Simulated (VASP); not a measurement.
Zn: relaxation of cell and atoms with RPBE

Crystal: Zn.

```
Zn
1.0
    -1.56085    1.56085    1.56085
     1.56085   -1.56085    1.56085
     1.56085    1.56085   -1.56085
Zn
1
Direct
  0.00000 0.00000 0.00000
```

This isn't the form of Zn at room conditions, which is hcp.

```json
{"Program": "VASP 6.6.1", "Task": "relaxation of cell and atoms", "Functional": "RPBE", "Potentials or basis": "VASP PAW PBE potentials, release 64 (Zn)", "Cutoff": "600 eV", "k mesh": "14 × 14 × 14", "Occupations": "fermi-dirac, width 0.1 eV", "Spin": "no spin polarisation", "Dipole correction": "no", "Further INCAR settings": "ALGO = Normal; EDIFF = 1e-06; IBRION = 2; EDIFFG = -0.01; NSW = 80; ISIF = 3"}
```

```json
{"Relaxed volume": "16.18 Å³/atom", "Relaxed cell": "a = 2.759 Å, b = 2.759 Å, c = 2.759 Å, α = 109.47°, β = 109.47°, γ = 109.47°", "Space group after relaxing (to 0.1 Å)": "Im-3m (No. 229)", "Energy gained by relaxing": "10.8 meV/atom", "Ionic steps": "3", "Pressure after relaxing": "0.0 GPa", "Band gap on the k mesh": "zero (bands 6 and 7 overlap by 5.17 eV)"}
```

Step by step:
```tsv
step	energy change (eV)	largest force (eV/Å)	pressure (GPa)	volume (Å³)
1	0.0000	0.0000	3.91	15.21
2	-0.0106	0.0000	0.42	16.04
3	-0.0108	0.0000	-0.05	16.18
```

Final structure:
```yaml
crystal:
  lattice:
    - [-1.59318, 1.59318, 1.59318]
    - [1.59318, -1.59318, 1.59318]
    - [1.59318, 1.59318, -1.59318]
  atoms:
    - { symbol: Zn, position: [0.00000, 0.00000, 0.00000] }
```

Levels at points of the mesh, in eV from the Fermi level:
| k point | band 2 | band 3 | band 4 | band 5 | band 6 | band 7 | band 8 | band 9 | band 10 |
| --- | --- | --- | --- | --- | --- | --- | --- | --- | --- |
| (0.00, 0.00, 0.00) | -7.61 | -7.61 | -7.61 | -7.16 | -7.16 | 18.35 | 18.35 | 18.35 | 20.26 |
| (0.50, 0.00, 0.00) | -7.89 | -7.18 | -7.13 | -6.85 | -2.46 | -1.03 | 10.98 | 12.36 | 14.85 |
| (0.50, 0.50, 0.50) | -8.11 | -6.93 | -6.93 | -6.93 | 4.14 | 4.14 | 4.14 | 7.05 | 8.31 |

Run time: 18 s on 1 thread of Intel(R) Xeon(R) Platinum 8488C (Sapphire Rapids) (shared host), peak memory 0.15 GiB.

Caveat: the PAW data sets were made with another functional, which shifts forces and pressure a little.
